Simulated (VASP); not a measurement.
A run of VASP 6.6.1:

The input INCAR:

```
ALGO     = Fast           # electronic algorithm
EDIFF    = 1E-7           # SCF threshold, eV
EDIFFG   = -0.01          # ionic threshold
ENCUT    = 600            # plane-wave cutoff, eV
GGA      = PE             # functional
IBRION   = 2              # ionic algorithm
ISIF     = 3              # what is computed and relaxed
ISMEAR   = 0              # smearing method
LASPH    = True           # aspherical terms in the spheres
LCHARG   = False          # write CHGCAR
LREAL    = False          # projectors in reciprocal space
LWAVE    = False          # write WAVECAR
NELM     = 60             # most SCF steps
NSW      = 100            # ionic steps
PREC     = Accurate       # precision mode
SIGMA    = 0.1            # smearing width, eV
```

KPOINTS

```
k-points
0
Gamma
  8 8 8
```

Contents of POSCAR:

```
Al7Tl
1.0
    5.5577486404      0.0000000000      0.0000000000
    0.0000000000      5.5577486404      0.0000000000
    0.0000000000      0.0000000000      5.5577486404
Al Tl
7 1
Direct
    0.5000000000      0.0000000000      0.0000000000
    0.0000000000      0.5000000000      0.0000000000
    0.0000000000      0.0000000000      0.5000000000
    0.0000000000      0.5000000000      0.5000000000
    0.5000000000      0.0000000000      0.5000000000
    0.5000000000      0.5000000000      0.0000000000
    0.5000000000      0.5000000000      0.5000000000
    0.0000000000      0.0000000000      0.0000000000
```

Potentials or basis: VASP PAW PBE potentials, release 64 (Al, Tl_d).

The run is started by

```sh
$ cat potpaw_PBE.64/Al/POTCAR potpaw_PBE.64/Tl_d/POTCAR > POTCAR
$ mpirun -np 1 vasp_std > vasp.out
```

Hardware: 1 thread of Oxide Virtual Turin-like Processor, with other jobs on the host.

**Question.** Estimate the wall time of this run.

**Answer.** Run time: 5.9 min on 1 thread of Oxide Virtual Turin-like Processor, on a shared host, peak memory 0.38 GiB. Counts: scf iterations 18, k points 35, ion steps 1.
